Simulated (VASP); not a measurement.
Here is a VASP 6.6.1 calculation.

Contents of INCAR:

```
SYSTEM = Sr11O12
  ALGO = Normal
  EDIFF = 1E-6
  ENCUT = 520
  GGA = PE
  GGA_COMPAT = .False.
  ISIF = 2
  ISMEAR = 0
  LASPH = .True.
  LCHARG = .False.
  LREAL = .False.
  LWAVE = .False.
  NBANDS = 108
  NELECT = 184.0
  NELM = 120
  PREC = Accurate
  SIGMA = 0.05
```

File KPOINTS:

```
k-points
0
Gamma
  3 3 2
  0 0 0
```

File POSCAR:

```
Sr11O12
1.0
    0.0000000000     -7.4310438777      0.0000000000
    6.4354727748      3.7155219389      0.0000000000
    0.0000000000      0.0000000000     10.3683011420
Sr O
11 12
Direct
    0.3373431935      0.3373432032      0.9625607767
    0.6840995100      0.0140511821      0.4742586980
    0.6587846620     -0.0181318458      0.9585811469
    0.0140511712      0.6840995455      0.4742586980
   -0.0181317722      0.6587846998      0.9585811469
    0.6666315928      0.6666316757      0.2187619716
    0.4126698206      0.4126697592      0.5337068170
    0.0114296668      0.3372644211      0.2217789557
   -0.0190535923      0.3174076049      0.7205412823
    0.3372643345      1.0114296537      0.2217789557
    0.3174077552      0.9809464232      0.7205412823
    0.3364159955      0.3364159986      0.2058489593
    0.2841434639      0.2841435375      0.7346426281
    0.6690415263      0.0086652530      0.2180799891
    0.6497662848      0.0127881825      0.7155829001
    0.0086653696      0.6690415997      0.2180799891
    0.0127880755      0.6497662482      0.7155829001
    0.7046698397      0.7046699067      0.4503665486
    0.6630785669      0.6630785568      0.9861174806
    0.0177988246      0.3525942972      0.4715167830
   -0.0112761377      0.3264840166      0.9705320922
    0.3525943490      1.0177988827      0.4715168795
    0.3264838634      0.9887237850      0.9705320922
```

Potentials or basis: VASP PAW PBE potentials, release 64 (Sr_sv, O).

Command:

```sh
$ cat potpaw_PBE.64/Sr_sv/POTCAR potpaw_PBE.64/O/POTCAR > POTCAR
$ mpirun -np 1 vasp_std > vasp.out
```

**Question.** Predict the largest force.

**Answer.** 1.438 eV/Å.

Forces in eV/Å, atoms in the order of the input:
```
Sr   0.063 -0.036 -0.004
Sr  -0.052 -0.028  0.123
Sr   0.021 -0.010 -0.015
Sr  -0.002  0.059  0.123
Sr   0.020 -0.013 -0.015
Sr   0.050 -0.029  0.031
Sr  -0.888  0.513 -1.009
Sr   0.014  0.025 -0.002
Sr   0.095 -0.051  0.083
Sr  -0.014 -0.025 -0.002
Sr   0.091 -0.057  0.083
O    0.041 -0.024  0.109
O    0.120 -0.069 -0.045
O    0.002 -0.019  0.057
O    0.162 -0.008  0.055
O    0.018  0.008  0.057
O    0.088 -0.136  0.055
O   -0.127  0.074  0.134
O    0.025 -0.014  0.022
O    0.007 -0.237  0.030
O    0.014 -0.043  0.050
O    0.209  0.112  0.030
O    0.044  0.009  0.050
```

Caveat: the cell carries a net charge on a neutralising background, which shifts energy and pressure.
